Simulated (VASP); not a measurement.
AlGa3N4: single point with r2SCAN

Crystal: AlGa3N4.

```
Al Ga N
1.0
     4.47169    0.00000    0.00000
     0.00000    4.47169    0.00000
     0.00000    0.00000    4.47169
Al Ga N
1 3 4
Direct
  0.00000 0.00000 0.00000
  0.50000 0.50000 0.00000
  0.50000 0.00000 0.50000
  0.00000 0.50000 0.50000
  0.75571 0.75571 0.24429
  0.75571 0.24429 0.75571
  0.24429 0.75571 0.75571
  0.24429 0.24429 0.24429
```

```json
{
 "Program": "VASP 6.6.1",
 "Task": "single point",
 "Functional": "r2SCAN",
 "Potentials or basis": "VASP PAW PBE potentials, release 64 (Al, Ga_d, N_h)",
 "Cutoff": "910 eV",
 "k mesh": "6 × 6 × 6",
 "Occupations": "gaussian, width 0.05 eV",
 "Spin": "no spin polarisation",
 "Dipole correction": "no",
 "Further INCAR settings": "ALGO = Normal; EDIFF = 1e-06; NBANDS = 41"
}
```

| Item | Value |
| --- | --- |
| Pressure | -0.3 GPa |
| Largest force | 0.007 eV/Å |
| Band gap on the k mesh | 2.79 eV |

Forces in eV/Å, atoms in the order of the input:
```
Al   0.000  0.000  0.000
Ga   0.000  0.000  0.000
Ga   0.000  0.000  0.000
Ga   0.000  0.000  0.000
N    0.004  0.004 -0.004
N    0.004 -0.004  0.004
N   -0.004  0.004  0.004
N   -0.004 -0.004 -0.004
```

Levels at points of the mesh, in eV from the valence-band top:
| k point | band 27 | band 28 | band 29 | band 30 | band 31 | band 32 | band 33 | band 34 | band 35 | band 36 |
| --- | --- | --- | --- | --- | --- | --- | --- | --- | --- | --- |
| (0.00, 0.00, 0.00) | -2.49 | -2.49 | 0.00 | 0.00 | 0.00 | 2.79 | 3.93 | 3.93 | 3.93 | 7.12 |
| (0.50, 0.00, 0.00) | -2.87 | -1.52 | -1.52 | -1.20 | -1.20 | 5.43 | 5.53 | 6.78 | 6.78 | 8.38 |
| (0.50, 0.50, 0.00) | -3.05 | -0.99 | -0.98 | -0.98 | -0.60 | 7.25 | 7.47 | 7.47 | 7.93 | 8.02 |
| (0.50, 0.50, 0.50) | -0.74 | -0.74 | -0.68 | -0.68 | -0.68 | 5.54 | 5.54 | 5.54 | 6.90 | 9.77 |

It took 13 min on 1 thread of Intel(R) Xeon(R) Platinum 8488C (Sapphire Rapids), with other jobs on the host, peak memory 0.44 GiB.

Caveat: the PAW data sets were made with another functional, which shifts forces and pressure a little.
